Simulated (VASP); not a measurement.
Set up this calculation in VASP 6.6.1, as the native input.

```yaml
Task: single point
Functional: PBE
Potentials_or_basis: VASP PAW PBE potentials, release 64 (Pb_d, O)
Cutoff: 520 eV
k_mesh: 6 × 6 × 6
Occupations: methfessel-paxton, width 0.19 eV
Spin: no spin polarisation
Dipole_correction: no
Further_INCAR_settings: ALGO = Normal; EDIFF = 1e-06; NBANDS = 20
```

The structure of PbO2 lies in POSCAR:

```
PbO2
1.0
    0.0000000000      2.7019920000      2.7019920000
    2.7019920000      0.0000000000      2.7019920000
    2.7019920000      2.7019920000      0.0000000000
Pb O
1 2
Direct
    0.0000000000      0.0000000000      0.0000000000
    0.2500000000      0.2500000000      0.2500000000
    0.7500000000      0.7500000000      0.7500000000
```

These files were run (other wordings do the same):

INCAR

```
PREC = Accurate
ENCUT = 520
EDIFF = 1E-6
ISMEAR = 1
SIGMA = 0.19
LREAL = False
LASPH = True
NELM = 100
ALGO = Normal
ISIF = 2
LWAVE = False
LCHARG = False
GGA = PE
NBANDS = 20
```

KPOINTS

```
regular mesh
0
Gamma
  6 6 6
```

Potentials or basis: VASP PAW PBE potentials, release 64 (Pb_d, O).

Run with:

```bash
$ cat potpaw_PBE.64/Pb_d/POTCAR potpaw_PBE.64/O/POTCAR > POTCAR
$ mpirun -np 1 vasp_std > vasp.out
```

It gave:

```
Pressure               : 0.2 GPa
Band gap on the k mesh : zero (band 13 reaches 5.63 eV, above the bottom of band 14 at 4.44 eV)
```

Caveat: spin-orbit coupling is left out, which moves the levels of the heavy elements.

Wall time 7.1 s on 1 thread of Intel(R) Xeon(R) 6975P-C (Granite Rapids), on a shared host, peak memory 0.15 GiB.
